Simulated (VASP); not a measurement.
Al2Au: single point with PBE

Al2Au:

```
CELL_PARAMETERS angstrom
0.00000 3.05073 3.05073
3.05073 0.00000 3.05073
3.05073 3.05073 0.00000
ATOMIC_POSITIONS crystal
Al 0.50000 0.50000 0.50000
Al 0.25000 0.25000 0.25000
Au 0.00000 0.00000 0.00000
```

| Quantity | Value |
| --- | --- |
| Program | VASP 6.6.1 |
| Task | single point |
| Functional | PBE |
| Potentials or basis | VASP PAW PBE potentials, release 64 (Al, Au) |
| Cutoff | 520 eV |
| k mesh | 6 × 6 × 6 |
| Occupations | gaussian, width 0.1 eV |
| Spin | no spin polarisation |

```json
{
  "Pressure": "-0.1 GPa"
}
```

Levels at points of the mesh, in eV from the Fermi level:
| k point | band 6 | band 7 | band 8 | band 9 | band 10 | band 11 |
| --- | --- | --- | --- | --- | --- | --- |
| (0.00, 0.00, 0.00) | -4.96 | 1.10 | 1.10 | 1.10 | 3.14 | 3.69 |
| (0.50, 0.00, 0.00) | -4.78 | -4.42 | 1.03 | 1.03 | 1.41 | 2.83 |
| (0.50, 0.50, 0.00) | -4.44 | -4.15 | -2.00 | -2.00 | -0.69 | 2.75 |

It took 8.1 s on 1 thread of Intel(R) Xeon(R) Platinum 8488C (Sapphire Rapids), with other jobs on the host, peak memory 0.17 GiB.

Caveat: spin-orbit coupling is left out, which moves the levels of the heavy elements.
